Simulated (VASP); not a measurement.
CdTe, 2 atoms in the cell. It takes space group F-43m (No. 216, cubic). Conventional cell: a = 6.672 Å, b = 6.672 Å, c = 6.672 Å, α = 90.00°, β = 90.00°, γ = 90.00°. Cd (site symmetry -43m) has 4 Te at 2.89 Å within 3.8 Å. Within 3.8 Å of Te (site symmetry -43m) lie 4 Cd at 2.89 Å.  This cell differs from its parent crystal: volume scaled by 0.96.

```yaml
Program: VASP 6.6.1
Task: single point
Functional: BLYP
Potentials_or_basis: VASP PAW PBE potentials, release 64 (Cd, Te)
Cutoff: 520 eV
k_mesh: 6 × 6 × 6
Occupations: gaussian, width 0.05 eV
Spin: no spin polarisation
Dipole_correction: no
Further_INCAR_settings: ALGO = Normal; EDIFF = 1e-06; NBANDS = 16
```

Potentials or basis: VASP PAW PBE potentials, release 64 (Cd, Te).

Run with:

```bash
$ cat potpaw_PBE.64/Cd/POTCAR potpaw_PBE.64/Te/POTCAR > POTCAR
$ mpirun -np 1 vasp_std > vasp.out
```

Hardware: 1 thread of Intel Xeon 8259CL, with other jobs on the host.

Task: Estimate the wall time of this run.

Result: Run time: 51 s on 1 thread of Intel Xeon 8259CL (shared host), peak memory 0.21 GiB. Counts: scf iterations 13, k points 16.
